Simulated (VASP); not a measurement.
# Si7P (a cell with a defect) (diamond type) in VASP: a series of runs

Runs on Si7P (a cell with a defect) (diamond type). Level: LDA. Tasks: single point.

All numbers are computed with VASP 6.6.1; they aren't measurements. Logs are shortened: lines on timing, memory, paths and dates and some standing lists are left out, and cuts for length are marked.

## (1) The cell of the first run

The cell holds a defect, 8 atoms: a = 5.471 Å, b = 5.471 Å, c = 5.471 Å, α = 90.00°, β = 90.00°, γ = 90.00°.

## (2) Single point, LDA

INCAR reads:

```
SYSTEM = Si7P
PREC = Accurate
ENCUT = 520
EDIFF = 1E-6
ISMEAR = -1
SIGMA = 0.0272
LREAL = .False.
LASPH = .True.
NELM = 100
ALGO = Normal
ISIF = 2
LWAVE = .False.
LCHARG = .False.
NBANDS = 26
```

KPOINTS reads:

```
Automatic mesh
0
Gamma
  4 4 4
  0 0 0
```

POSCAR reads:

```
Si7P
1.0
    5.4709431802      0.0000000000      0.0000000000
    0.0000000000      5.4709431802      0.0000000000
    0.0000000000      0.0000000000      5.4709431802
P Si
1 7
Direct
    0.8750000000      0.3750000000      0.3750000000
    0.3750000000      0.8750000000      0.3750000000
    0.3750000000      0.3750000000      0.8750000000
    0.8750000000      0.8750000000      0.8750000000
    0.1250000000      0.1250000000      0.1250000000
    0.6250000000      0.6250000000      0.1250000000
    0.6250000000      0.1250000000      0.6250000000
    0.1250000000      0.6250000000      0.6250000000
```

Potentials or basis: VASP PAW LDA potentials, release 64 (P, Si).

Started as:

```sh
> cat potpaw_LDA.64/P/POTCAR potpaw_LDA.64/Si/POTCAR > POTCAR
> mpirun -np 1 vasp_std > vasp.out
```

OUTCAR:

```text
SYSTEM = Si7P
   PREC = Accurate
   ENCUT = 520
   EDIFF = 1E-6
   ISMEAR = -1
   LREAL = .False.
   LASPH = .True.
   NELM = 100
   ISIF = 2

 ion  position               nearest neighbor table
   1  0.875  0.375  0.375-   5 2.37   6 2.37   7 2.37   8 2.37
   2  0.375  0.875  0.375-   5 2.37   6 2.37   7 2.37   8 2.37
   3  0.375  0.375  0.875-   5 2.37   6 2.37   7 2.37   8 2.37
   4  0.875  0.875  0.875-   5 2.37   6 2.37   7 2.37   8 2.37
   5  0.125  0.125  0.125-   1 2.37   2 2.37   3 2.37   4 2.37
   6  0.625  0.625  0.125-   1 2.37   2 2.37   3 2.37   4 2.37
   7  0.625  0.125  0.625-   1 2.37   2 2.37   3 2.37   4 2.37
   8  0.125  0.625  0.625-   1 2.37   2 2.37   3 2.37   4 2.37

  LATTYP: Found a simple cubic cell.
 ALAT       =     5.4709431802

  Lattice vectors:

 A1 = (   5.4709431802,   0.0000000000,   0.0000000000)
 A2 = (   0.0000000000,   5.4709431802,   0.0000000000)
 A3 = (   0.0000000000,   0.0000000000,   5.4709431802)

Analysis of symmetry for initial positions (statically):
=====================================================================
 Subroutine PRICEL returns:
 Original cell was already a primitive cell.

 Routine SETGRP: Setting up the symmetry group for a
 simple cubic supercell.

 Subroutine GETGRP returns: Found 24 space group operations
 (whereof  2 operations were pure point group operations)
 out of a pool of 48 trial point group operations.

The static configuration has the point symmetry C_1h.
 The point group associated with its full space group is T_d .

Analysis of symmetry for dynamics (positions and initial velocities):
=====================================================================
 Subroutine PRICEL returns:
 Original cell was already a primitive cell.

 Routine SETGRP: Setting up the symmetry group for a
 simple cubic supercell.

 Subroutine GETGRP returns: Found 24 space group operations
 (whereof  2 operations were pure point group operations)
 out of a pool of 48 trial point group operations.

The dynamic configuration has the point symmetry C_1h.
 The point group associated with its full space group is T_d .

 Subroutine INISYM returns: Found 24 space group operations
 (whereof  2 operations are pure point group operations),
 and found     1 'primitive' translations

----------------------------------------------------------------------------------------

                                     Primitive cell

  volume of cell :     163.7520

  direct lattice vectors                    reciprocal lattice vectors
     5.470943180  0.000000000  0.000000000     0.182783839  0.000000000  0.000000000
     0.000000000  5.470943180  0.000000000     0.000000000  0.182783839  0.000000000
     0.000000000  0.000000000  5.470943180     0.000000000  0.000000000  0.182783839

  length of vectors
     5.470943180  5.470943180  5.470943180     0.182783839  0.182783839  0.182783839

  position of ions in fractional coordinates (direct lattice)
     0.875000000  0.375000000  0.375000000
     0.375000000  0.875000000  0.375000000
     0.375000000  0.375000000  0.875000000
     0.875000000  0.875000000  0.875000000
     0.125000000  0.125000000  0.125000000
     0.625000000  0.625000000  0.125000000
     0.625000000  0.125000000  0.625000000
     0.125000000  0.625000000  0.625000000

  ion indices of the primitive-cell ions
   primitive index   ion index
                 1           1
                 2           2
                 3           3
                 4           4
                 5           5
                 6           6
                 7           7
                 8           8

----------------------------------------------------------------------------------------

 KPOINTS: Automatic mesh

Automatic generation of k-mesh.
 Grid dimensions read from file:
 generate k-points for:    4    4    4

 Generating k-lattice:

  Cartesian coordinates                     Fractional coordinates (reciprocal lattice)
     0.045695960  0.000000000  0.000000000     0.250000000  0.000000000  0.000000000
     0.000000000  0.045695960  0.000000000     0.000000000  0.250000000  0.000000000
     0.000000000  0.000000000  0.045695960     0.000000000  0.000000000  0.250000000

  Length of vectors
     0.045695960  0.045695960  0.045695960

  Shift w.r.t. Gamma in fractional coordinates (k-lattice)
     0.000000000  0.000000000  0.000000000

 Subroutine IBZKPT returns following result:
 ===========================================

 Found     10 irreducible k-points:

 Following reciprocal coordinates:
            Coordinates               Weight
  0.000000  0.000000  0.000000      1.000000
  0.250000  0.000000  0.000000      6.000000
  0.500000  0.000000  0.000000      3.000000
  0.250000  0.250000  0.000000     12.000000
  0.500000  0.250000  0.000000     12.000000
  0.500000  0.500000  0.000000      3.000000
  0.250000  0.250000  0.250000      8.000000
  0.500000  0.250000  0.250000     12.000000
  0.500000  0.500000  0.250000      6.000000
  0.500000  0.500000  0.500000      1.000000
   k-points           NKPTS =     10   k-points in BZ     NKDIM =     10   number of bands    NBANDS=     26
   number of dos      NEDOS =    301   number of ions     NIONS =      8
   total plane-waves  NPLWV =  74088
   dimension x,y,z NGX =    42 NGY =   42 NGZ =   42
   dimension x,y,z NGXF=    84 NGYF=   84 NGZF=   84
   ions per type =               1   7
   NGX,Y,Z   is equivalent  to a cutoff of  12.76, 12.76, 12.76 a.u.
   NGXF,Y,Z  is equivalent  to a cutoff of  25.53, 25.53, 25.53 a.u.
 SYSTEM =  Si7P
   PREC   = accura    normal or accurate (medium, high low for compatibility)
   ISTART =      0    job   : 0-new  1-cont  2-samecut
   ICHARG =      2    charge: 1-file 2-atom 10-const
   ISPIN  =      1    spin polarized calculation?
   LNONCOLLINEAR =      F non collinear calculations
   LSORBIT =      F    spin-orbit coupling
   LASPH  =      T    aspherical Exc in radial PAW
   ENCUT  =  520.0 eV  38.22 Ry    6.18 a.u.  10.17 10.17 10.17*2*pi/ulx,y,z
   NELM   =    100;   NELMIN=  2; NELMDL= -5     # of ELM steps
   EDIFF  = 0.1E-05   stopping-criterion for ELM
   LREAL  =      F    real-space projection
   EDIFFG = 0.1E-04   stopping-criterion for IOM
   NSW    =      0    number of steps for IOM
   IBRION =     -1    ionic relax: 0-MD 1-quasi-New 2-CG
   NFREE  =      0    steps in history (QN), initial steepest desc. (CG)
   ISIF   =      2    stress and relaxation
   ISYM   =      2    0-nonsym 1-usesym 2-fastsym
   POTIM  = 0.5000    time-step for ionic-motion
   TEBEG  =    0.0;   TEEND  =   0.0 temperature during run
   PSTRESS=    0.0 pullay stress
   NELECT =      33.0000    total number of electrons
   NUPDOWN=      -1.0000    fix difference up-down
   EMIN   =  10.00;   EMAX   =-10.00  energy-range for DOS
   EFERMI =   0.00;   METHOD = LEGACY
   ISMEAR =    -1;   SIGMA  =   0.03  broadening in eV -4-tet -1-fermi 0-gaus
   EFERMI_NEDOS =   21; number of points for ismear=-14 and -15
   IALGO  =     38    algorithm
   IMIX   =      4    mixing-type and parameters
     AMIX     =   0.40;   BMIX     =  1.00
     AMIX_MAG =   1.60;   BMIX_MAG =  1.00
  volume/ion in A,a.u.               =      20.47       138.13
  Fermi-wavevector in a.u.,A,eV,Ry     =   0.959807  1.813772 12.534090  0.921230
  Thomas-Fermi vector in A             =   2.089036
   LORBIT       =      0    0 simple, 1 ext, 2 COOP (PROOUT), +10 PAW based schemes
   GGA     = CA    functional components
   LHFCALC =     F    Hartree Fock is set to
   AEXX    =    0.0000 exact exchange contribution
   IVDW    =     0    specifies the selected vdW correction
   LEPSILON=     F    determine dielectric tensor
   LRPA    =     F    only Hartree local field effects (RPA)
 non-spin polarized calculation
  energy-cutoff  :      520.00
  volume of cell :      163.75
 maximum number of plane-waves:      4436
 NGX is ok and might be reduce to    42
   NGX = 21   NGY = 21   NGZ = 21

 number of electron      33.0000003 magnetization

 Free energy of the ion-electron system (eV)
  ---------------------------------------------------
  ext. energy  EPLUGINS =         0.00000000
  ---------------------------------------------------
  free energy    TOTEN  =       -47.41396469 eV

  energy without entropy =      -47.40514287  energy(sigma->0) =      -47.40955378

 E-fermi :   6.3571     XC(G=0):  -9.5654

 val. band max:        6.3366678665   @ k =   0.2500   0.2500   0.0000
 cond. band min:       6.4178712352   @ k =   0.5000   0.0000   0.0000
 fundamental gap:      0.0812033687
 Fermi energy:         6.3570958012

 k-point     1 :       0.0000    0.0000    0.0000
  band No.  band energies     occupation
      1      -7.0042      2.00000
      2      -4.1670      2.00000
      3      -2.4177      2.00000
      4      -2.4177      2.00000
      5      -2.4177      2.00000
      6      -2.1999      2.00000
[... 18 lines left out ...]
     25       7.8141      0.00000
     26       7.9147      0.00000

 k-point     2 :       0.2500    0.0000    0.0000
  band No.  band energies     occupation
      1      -6.8084      2.00000
      2      -4.6487      2.00000
      3      -3.2071      2.00000
      4      -2.3426      2.00000
      5      -2.3426      2.00000
      6      -2.1239      2.00000
[... 18 lines left out ...]
     25       8.8727      0.00000
     26       9.1151      0.00000

 k-point     3 :       0.5000    0.0000    0.0000
  band No.  band energies     occupation
      1      -6.5049      2.00000
      2      -5.2538      2.00000
      3      -3.2999      2.00000
      4      -2.2599      2.00000
      5      -2.2599      2.00000
      6      -2.0403      2.00000
[... 18 lines left out ...]
     25       9.7325      0.00000
     26       9.7577      0.00000

 k-point     4 :       0.2500    0.2500    0.0000
  band No.  band energies     occupation
      1      -6.6319      2.00000
      2      -4.6881      2.00000
      3      -3.8061      2.00000
      4      -2.9545      2.00000
      5      -2.0358      2.00000
      6      -0.9293      2.00000
[... 18 lines left out ...]
     25       9.2865      0.00000
     26      10.4751      0.00000

 k-point     5 :       0.5000    0.2500    0.0000
  band No.  band energies     occupation
      1      -6.3767      2.00000
      2      -5.0121      2.00000
      3      -3.8928      2.00000
      4      -3.2780      2.00000
      5      -1.6176      2.00000
      6      -1.1653      2.00000
[... 18 lines left out ...]
     25       9.7611      0.00000
     26       9.7795      0.00000

 k-point     6 :       0.5000    0.5000    0.0000
  band No.  band energies     occupation
      1      -6.2145      2.00000
      2      -4.3380      2.00000
      3      -4.3380      2.00000
      4      -4.2922      2.00000
      5      -0.8627      2.00000
      6      -0.2770      2.00000
[... 18 lines left out ...]
     25      10.2006      0.00000
     26      10.2481      0.00000

 k-point     7 :       0.2500    0.2500    0.2500
  band No.  band energies     occupation
      1      -6.4792      2.00000
      2      -4.6737      2.00000
      3      -3.6781      2.00000
      4      -3.6781      2.00000
      5      -1.5060      2.00000
      6      -0.9972      2.00000
[... 18 lines left out ...]
     25       9.7650      0.00000
     26      10.1456      0.00000

 k-point     8 :       0.5000    0.2500    0.2500
  band No.  band energies     occupation
      1      -6.2746      2.00000
      2      -4.7904      2.00000
      3      -4.0230      2.00000
      4      -3.5198      2.00000
      5      -1.6765      2.00000
      6      -1.4008      2.00000
[... 18 lines left out ...]
     25       9.5193      0.00000
     26       9.8703      0.00000

 k-point     9 :       0.5000    0.5000    0.2500
  band No.  band energies     occupation
      1      -6.1539      2.00000
      2      -4.2047      2.00000
      3      -4.2047      2.00000
      4      -4.1759      2.00000
      5      -1.4855      2.00000
      6      -0.9974      2.00000
[... 18 lines left out ...]
     25       9.1902      0.00000
     26       9.1910      0.00000

 k-point    10 :       0.5000    0.5000    0.5000
  band No.  band energies     occupation
      1      -6.0884      2.00000
      2      -4.0396      2.00000
      3      -4.0396      2.00000
      4      -4.0396      2.00000
      5      -1.8168      2.00000
      6      -1.5808      2.00000
[... 18 lines left out ...]
     25       8.7472      0.00000
     26       8.8453      0.00000

------------------------ aborting loop because EDIFF is reached ----------------------------------------

  FORCE on cell =-STRESS in cart. coord.  units (eV):
  Direction    XX          YY          ZZ          XY          YZ          ZX
  --------------------------------------------------------------------------------------
  -------------------------------------------------------------------------------------
  Total       -5.6525482     -5.6525482     -5.6525482      0.0000000      0.0000000      0.0000000
  in kB      -55.3054899    -55.3054899    -55.3054899      0.0000000      0.0000000      0.0000000
  external PRESSURE =     -55.3054899 kB  Pullay stress =       0.0000000 kB

 VOLUME and BASIS-vectors are now :
 -----------------------------------------------------------------------------
  energy-cutoff  :      520.00
  volume of cell :      163.75
      direct lattice vectors                 reciprocal lattice vectors
     5.470943180  0.000000000  0.000000000     0.182783839  0.000000000  0.000000000
     0.000000000  5.470943180  0.000000000     0.000000000  0.182783839  0.000000000
     0.000000000  0.000000000  5.470943180     0.000000000  0.000000000  0.182783839

 POSITION                                       TOTAL-FORCE (eV/Angst)
 -----------------------------------------------------------------------------------
      4.78708      2.05160      2.05160         0.000000      0.000000     -0.000000
      2.05160      4.78708      2.05160         0.000000      0.000000     -0.000000
      2.05160      2.05160      4.78708        -0.000000      0.000000     -0.000000
      4.78708      4.78708      4.78708        -0.000000      0.000000     -0.000000
      0.68387      0.68387      0.68387         0.066629     -0.066629     -0.066629
      3.41934      3.41934      0.68387        -0.066629      0.066629     -0.066629
      3.41934      0.68387      3.41934        -0.066629     -0.066629      0.066629
      0.68387      3.41934      3.41934         0.066629      0.066629      0.066629
 -----------------------------------------------------------------------------------
    total drift:                                0.000000      0.000000     -0.000000

  FREE ENERGIE OF THE ION-ELECTRON SYSTEM (eV)
  ---------------------------------------------------
  free  energy   TOTEN  =       -47.4139646880 eV

  energy  without entropy=      -47.4051428690  energy(sigma->0) =      -47.40955378
```

Wall time 21 s (1 thread of Intel Xeon 6975P-C (Granite Rapids), shared host); peak memory 0.2 GiB.

What came out:

* Free energy: -47.4140 eV
* Pressure: -5.5 GPa
* Largest force: 0.115 eV/Å

Forces on the atoms (eV/Å):
```
P    0.000  0.000  0.000
Si   0.000  0.000  0.000
Si   0.000  0.000  0.000
Si   0.000  0.000  0.000
Si   0.067 -0.067 -0.067
Si  -0.067  0.067 -0.067
Si  -0.067 -0.067  0.067
Si   0.067  0.067  0.067
```

## (3) Single point, LDA

INCAR reads:

```
ALGO     = Normal         # electronic algorithm
EDIFF    = 1E-6           # SCF threshold, eV
ENCUT    = 520            # plane-wave cutoff, eV
ISIF     = 2              # what is computed and relaxed
ISMEAR   = -1             # smearing method
LASPH    = T              # aspherical terms in the spheres
LCHARG   = F              # write CHGCAR
LREAL    = F              # projectors in reciprocal space
LWAVE    = F              # write WAVECAR
NBANDS   = 26             # bands
NELM     = 80             # most SCF steps
PREC     = Accurate       # precision mode
SIGMA    = 0.0272         # smearing width, eV
```

KPOINTS reads:

```
k-points
0
Gamma
  4 4 4
```

POSCAR is that of step 2.

Potentials or basis: VASP PAW LDA potentials, release 64 (P, Si).

Started as:

```sh
> cat potpaw_LDA.64/P/POTCAR potpaw_LDA.64/Si/POTCAR > POTCAR
> mpirun -np 1 vasp_std > vasp.out
```

OUTCAR:

```text
EDIFF = 1E-6
   ENCUT = 520
   ISIF = 2
   ISMEAR = -1
   LASPH = T
   LREAL = F
   NELM = 80
   PREC = Accurate

 ion  position               nearest neighbor table
   1  0.875  0.375  0.375-   5 2.37   6 2.37   7 2.37   8 2.37
   2  0.375  0.875  0.375-   5 2.37   6 2.37   7 2.37   8 2.37
   3  0.375  0.375  0.875-   5 2.37   6 2.37   7 2.37   8 2.37
   4  0.875  0.875  0.875-   5 2.37   6 2.37   7 2.37   8 2.37
   5  0.125  0.125  0.125-   1 2.37   2 2.37   3 2.37   4 2.37
   6  0.625  0.625  0.125-   1 2.37   2 2.37   3 2.37   4 2.37
   7  0.625  0.125  0.625-   1 2.37   2 2.37   3 2.37   4 2.37
[... 487 lines left out ...]
  Total       -5.6525482     -5.6525482     -5.6525482      0.0000000      0.0000000      0.0000000
  in kB      -55.3054899    -55.3054899    -55.3054899      0.0000000      0.0000000      0.0000000
  external PRESSURE =     -55.3054899 kB  Pullay stress =       0.0000000 kB

 VOLUME and BASIS-vectors are now :
 -----------------------------------------------------------------------------
  energy-cutoff  :      520.00
  volume of cell :      163.75
      direct lattice vectors                 reciprocal lattice vectors
     5.470943180  0.000000000  0.000000000     0.182783839  0.000000000  0.000000000
     0.000000000  5.470943180  0.000000000     0.000000000  0.182783839  0.000000000
     0.000000000  0.000000000  5.470943180     0.000000000  0.000000000  0.182783839

 POSITION                                       TOTAL-FORCE (eV/Angst)
 -----------------------------------------------------------------------------------
      4.78708      2.05160      2.05160         0.000000      0.000000     -0.000000
      2.05160      4.78708      2.05160         0.000000      0.000000     -0.000000
      2.05160      2.05160      4.78708        -0.000000      0.000000     -0.000000
      4.78708      4.78708      4.78708        -0.000000      0.000000     -0.000000
      0.68387      0.68387      0.68387         0.066629     -0.066629     -0.066629
      3.41934      3.41934      0.68387        -0.066629      0.066629     -0.066629
      3.41934      0.68387      3.41934        -0.066629     -0.066629      0.066629
      0.68387      3.41934      3.41934         0.066629      0.066629      0.066629
 -----------------------------------------------------------------------------------
    total drift:                                0.000000      0.000000     -0.000000

  FREE ENERGIE OF THE ION-ELECTRON SYSTEM (eV)
  ---------------------------------------------------
  free  energy   TOTEN  =       -47.4139646880 eV

  energy  without entropy=      -47.4051428690  energy(sigma->0) =      -47.40955378
```

Run time: 23 s. Hardware: 1 thread of Intel Xeon 6975P-C (Granite Rapids), shared host; peak memory 0.21 GiB.

Results:

```
Free energy   : -47.4140 eV
Pressure      : -5.5 GPa
Largest force : 0.115 eV/Å
```

Forces in eV/Å, atoms in the order of the input:
```
P    0.000  0.000  0.000
Si   0.000  0.000  0.000
Si   0.000  0.000  0.000
Si   0.000  0.000  0.000
Si   0.067 -0.067 -0.067
Si  -0.067  0.067 -0.067
Si  -0.067 -0.067  0.067
Si   0.067  0.067  0.067
```

Levels at points of the mesh, in eV from the Fermi level:
| k point | band 14 | band 15 | band 16 | band 17 | band 18 | band 19 | band 20 | band 21 |
| --- | --- | --- | --- | --- | --- | --- | --- | --- |
| (0.00, 0.00, 0.00) | -1.19 | -1.19 | -1.19 | -0.85 | -0.28 | -0.28 | -0.28 | -0.21 |
| (0.50, 0.00, 0.00) | -3.24 | -2.69 | -2.69 | -0.10 | 0.06 | 1.93 | 2.01 | 2.89 |
| (0.50, 0.50, 0.00) | -2.78 | -2.15 | -2.13 | 0.89 | 0.95 | 1.53 | 1.53 | 3.19 |
| (0.50, 0.50, 0.50) | -2.02 | -2.01 | -2.01 | -0.84 | 0.43 | 0.43 | 0.43 | 2.07 |
